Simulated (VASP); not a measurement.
Here is a VASP 6.6.1 calculation.

INCAR

```
SYSTEM = Rb
  PREC = Accurate
  ENCUT = 520
  EDIFF = 1E-6
  ISMEAR = -1
  SIGMA = 0.05
  LREAL = .False.
  LASPH = .True.
  NELM = 60
  ALGO = Normal
  ISIF = 2
  LWAVE = .False.
  LCHARG = .True.
  GGA = PS
  LELF = .True.
  LVHAR = .True.
  NBANDS = 10
```

File KPOINTS:

```
regular mesh
0
Gamma
  6 6 6
  0 0 0
```

File POSCAR:

```
Rb
1.0
   -2.7910170000      2.7910170000      2.7910170000
    2.7910170000     -2.7910170000      2.7910170000
    2.7910170000      2.7910170000     -2.7910170000
Rb
1
Direct
    0.0000000000      0.0000000000      0.0000000000
```

Potentials or basis: VASP PAW PBE potentials, release 64 (Rb_sv).

Launch:

```bash
$ cat potpaw_PBE.64/Rb_sv/POTCAR > POTCAR
$ mpirun -np 1 vasp_std > vasp.out
```

**Question.** What does it give for the band gap on the k mesh?

**Answer.** Zero (an odd number of electrons rules out a gap without spin polarisation).

**Question.** Estimate the pressure.

**Answer.** 0.0 GPa.

Caveat: the PAW data sets were made with another functional, which shifts forces and pressure a little.
